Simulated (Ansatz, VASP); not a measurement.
**SrAl3: VASP beside Ansatz**

```
CELL_PARAMETERS angstrom
4.47370 -0.04474 0.00000
-0.04474 4.47370 0.00000
0.00000 0.00000 4.47370
ATOMIC_POSITIONS crystal
Sr 0.00000 0.00000 0.00000
Al 0.00000 0.50000 0.50000
Al 0.50000 0.50000 0.00000
Al 0.50000 0.00000 0.50000
```

Change from the starting cell: strain e6 = -0.02, atoms carried along.

Alike in both runs: task single point; functional PBE; k mesh 8 × 8 × 8; occupations gaussian, width 0.05 eV; no spin polarisation.

|  | VASP | Ansatz |
| --- | --- | --- |
| version | VASP 6.6.1 | Ansatz 0.2.0 |
| potentials or method | VASP PAW PBE potentials, release 64 (Sr_sv, Al), cutoff 520 eV | scalar-relativistic, plane waves, PAW |
| valence electrons in the cell | 19 | 19 |

```tsv
	VASP	Ansatz	Ansatz less VASP
gap on the k mesh at the Fermi level (eV)	none	none	-
pressure (GPa)	0.0	0.0	-0.04
traceless stress, the component that is largest in VASP (GPa)	0.97	0.97	+0.003
```

A gap of «none» marks a metal or a gap that the smearing closes.
